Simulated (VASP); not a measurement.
A run of VASP 6.6.1:

The input INCAR:

```
PREC = Accurate
ENCUT = 520
EDIFF = 1E-6
ISMEAR = 0
SIGMA = 0.05
LREAL = False
LASPH = True
NELM = 150
ALGO = Normal
ISIF = 2
LWAVE = False
LCHARG = True
ISPIN = 2
MAGMOM = 0 0 0 0 0 0 0 0 0 0 0 0 2
LORBIT = 11
LDIPOL = True
IDIPOL = 3
DIPOL = 0.5 0.5 0.308
GGA = PE
IVDW = 12
LVHAR = True
LVACPOTAV = True
NBANDS = 42
KPAR = 4
```

Contents of KPOINTS:

```
regular mesh
0
Gamma
  6 8 1
```

Contents of POSCAR:

```
SiC12
1.0
    4.9311586499      0.0000000000      0.0000000000
   -1.2327896625      3.3947778379      0.0000000000
    0.0000000000      0.0000000000     22.3359273566
C Si
12 1
Direct
    0.2500000000      0.0000000000      0.1790836770
    0.7500000000      0.0000000000      0.1790836770
    0.0000000000      0.0000000000      0.2109204464
    0.5000000000      0.0000000000      0.2109204464
    0.0000000000      0.0000000000      0.2746309355
    0.5000000000      0.0000000000      0.2746309355
    0.2500000000      0.0000000000      0.3057016522
    0.7500000000      0.0000000000      0.3057016522
    0.2500000000      0.0000000000      0.3723849422
    0.7500000000      0.0000000000      0.3723849422
    0.0000000000      0.0000000000      0.4000696821
    0.5000000000      0.0000000000      0.4000696821
    0.0833333333      0.1250000000      0.5119969802
```

Potentials or basis: VASP PAW PBE potentials, release 64 (C, Si).

The run is started by

```bash
$ cat potpaw_PBE.64/C/POTCAR potpaw_PBE.64/Si/POTCAR > POTCAR
$ mpirun -np 4 vasp_std > vasp.out
```

Hardware: 4 MPI ranks on Oxide Virtual Turin-like Processor, on a shared host.

Estimate the wall time of this run.

It took 19 min on 4 MPI ranks on Oxide Virtual Turin-like Processor (shared host), peak memory 0.98 GiB a rank. Counts: scf iterations 50, k points 26.
